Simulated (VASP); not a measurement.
Crystal: GaSb (k07).

```
Ga Sb
1.0
     0.00000    3.05900    3.05900
     3.05900    0.00000    3.05900
     3.05900    3.05900    0.00000
Ga Sb
1 1
Direct
  0.00000 0.00000 0.00000
  0.25000 0.25000 0.25000
```

- Program: VASP 6.6.1
- Task: relaxation of cell and atoms
- Functional: PBE
- Potentials or basis: VASP PAW PBE potentials, release 64 (Ga_d, Sb)
- Cutoff: 600 eV
- k mesh: 16 × 16 × 16
- Occupations: gaussian, width 0.1 eV
- Spin: no spin polarisation

At the start: pressure 2.4 GPa; volume 28.62 Å³/atom.

Question: Where does the relaxation end?

Answer: Over 6 steps the energy falls by 10.0 meV/atom and the volume is 30.01 Å³/atom (+4.8 %); space group F-43m (No. 216, to 0.05 Å).

The path:
```
step  energy change (eV)  largest force (eV/Å)  pressure (GPa)  volume (Å³)
   1              0.0000                0.0000            2.39        57.25
   2             -0.0185                0.0000           -0.54        60.86
   3             -0.0200                0.0000           -0.02        60.06
   4             -0.0200                0.0000            0.07        60.00
   5             -0.0200                0.0000            0.05        60.01
   6             -0.0200                0.0000            0.00        60.01
```

Final structure:
```
Ga Sb
1.0
     0.00000    3.10744    3.10744
     3.10744    0.00000    3.10744
     3.10744    3.10744    0.00000
Ga Sb
1 1
Direct
  0.00000 0.00000 0.00000
  0.25000 0.25000 0.25000
```
